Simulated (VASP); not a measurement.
Wanted: the native input for a VASP 6.6.1 run.

```yaml
Task: single point
Functional: PBE
Potentials_or_basis: VASP PAW PBE potentials, release 64 (Cs_sv)
Cutoff: 520 eV
k_mesh: 8 × 8 × 8
Occupations: fermi-dirac, width 0.08 eV
Spin: no spin polarisation
Dipole_correction: no
Further_INCAR_settings: ALGO = Normal; EDIFF = 1e-07; NBANDS = 10
```

The structure of Cs lies in POSCAR:

```
Cs
1.0
    4.1061202665      0.0000000000      0.0000000000
    0.0000000000      4.1061202665      0.0000000000
    0.0000000000      0.0000000000      4.1061202665
Cs
1
Direct
    0.0000000000      0.0000000000      0.0000000000
```

This isn't the form of Cs at room conditions, which is bcc.

One way to write it, as run:

INCAR

```
  ALGO = Normal
  EDIFF = 1E-7
  ENCUT = 520
  GGA = PE
  ISIF = 2
  ISMEAR = -1
  LASPH = T
  LCHARG = T
  LELF = T
  LREAL = F
  LVHAR = T
  LWAVE = F
  NBANDS = 10
  NELM = 80
  PREC = Accurate
  SIGMA = 0.08
```

KPOINTS

```
k-points
0
Gamma
  8 8 8
```

Potentials or basis: VASP PAW PBE potentials, release 64 (Cs_sv).

Run with:

```sh
$ cat potpaw_PBE.64/Cs_sv/POTCAR > POTCAR
$ mpirun -np 1 vasp_std > vasp.out
```

Results of the run:

The pressure is 1.9 GPa. The band gap on the k mesh is zero (an odd number of electrons rules out a gap without spin polarisation).

Caveat: spin-orbit coupling is left out, which moves the levels of the heavy elements.

It took 16 s on 1 thread of Intel(R) Xeon(R) Platinum 8259CL CPU @ 2.50GHz (Skylake/Cascade Lake) (shared host), peak memory 0.18 GiB.
